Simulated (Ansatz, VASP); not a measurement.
**InGa3As4 in VASP and in Ansatz**

```
In Ga As
1.0
     5.85933    0.00090   -0.00080
     0.00092    5.86112   -0.00126
    -2.93092   -2.93224    5.85127
In Ga As
1 3 4
Direct
  0.99986 0.99997 0.00000
  0.25003 0.74983 0.50008
  0.50004 0.50002 0.99996
  0.74987 0.25007 0.50008
  0.39208 0.39198 0.25928
  0.60787 0.13259 0.74033
  0.86760 0.86761 0.25978
  0.13263 0.60794 0.74049
```

Change from the starting cell: cell x1, atoms moved at random (sigma 0.05 Å) and cell strained at random (1.5 %), then relaxed without symmetry.

Alike in both runs: functional PBE; k mesh 4 × 4 × 4; occupations gaussian, width 0.2 eV; no spin polarisation.

Ansatz relaxed the structure, and its values are those at the end. VASP's run is a single point on that final structure, the one shown.

|  | VASP | Ansatz |
| --- | --- | --- |
| version | VASP 6.6.1 | Ansatz 0.2.0 |
| potentials or method | VASP PAW PBE potentials, release 64 (In_d, Ga_d, As), cutoff 520 eV | scalar-relativistic, plane waves, PAW |
| valence electrons in the cell | 72 | 112 |

|  | VASP | Ansatz | Ansatz less VASP |
| --- | --- | --- | --- |
| gap on the k mesh at the Fermi level (eV) | none | none | - |
| pressure (GPa) | 0.1 | 0.0 | -0.13 |
| rms of the force components (eV/Å) | 0.007 | 0.005 | -0.0016 |

A gap of «none» marks a metal or a gap that the smearing closes. VASP's potentials hold 72 valence electrons a cell and Ansatz's 112, so a difference there can come from the potentials and not from the codes.
